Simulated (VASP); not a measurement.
KI: single point with PBE

Crystal: KI.

```
K I
1.0
     6.03945    0.00000    0.00000
    -3.01973    5.23032    0.00000
     0.00000    0.00000    7.03912
K I
2 2
Direct
  0.33333 0.66667 0.93750
  0.66667 0.33333 0.43750
  0.33333 0.66667 0.43750
  0.66667 0.33333 0.93750
```

```yaml
Program: VASP 6.6.1
Task: single point
Functional: PBE
Potentials_or_basis: VASP PAW PBE potentials, release 64 (K_sv, I)
Cutoff: 520 eV
k_mesh: 6 × 6 × 4
Occupations: gaussian, width 0.01 eV
Spin: no spin polarisation
```

* Pressure: 0.3 GPa
* Band gap on the k mesh: 3.79 eV

Stress tensor (GPa, compression positive):
```
0.24 0.00 0.00
0.00 0.24 0.00
0.00 0.00 0.34
```

Levels at points of the mesh, in eV from the valence-band top:
```
           k point  band 12  band 13  band 14  band 15  band 16  band 17  band 18  band 19  band 20  band 21
(0.00, 0.00, 0.00)    -0.54    -0.54    -0.29    -0.29     0.00     3.79     5.78     6.35     6.35     7.05
(0.50, 0.00, 0.00)    -0.60    -0.56    -0.51    -0.30    -0.16     5.34     5.60     5.84     5.84     6.58
(0.00, 0.00, 0.50)    -0.69    -0.43    -0.43    -0.43    -0.43     4.94     4.94     6.95     6.95     6.95
(0.50, 0.00, 0.50)    -1.01    -0.41    -0.41    -0.27    -0.27     5.45     5.45     7.09     7.09     7.14
```

It took 2.8 min on 1 thread of Oxide Virtual Turin-like Processor, on a shared host, peak memory 0.34 GiB.

Caveat: the structure was generated, so it needn't be the stable form of KI; spin-orbit coupling is left out, which moves the levels of the heavy elements. A k mesh can miss the band edges.
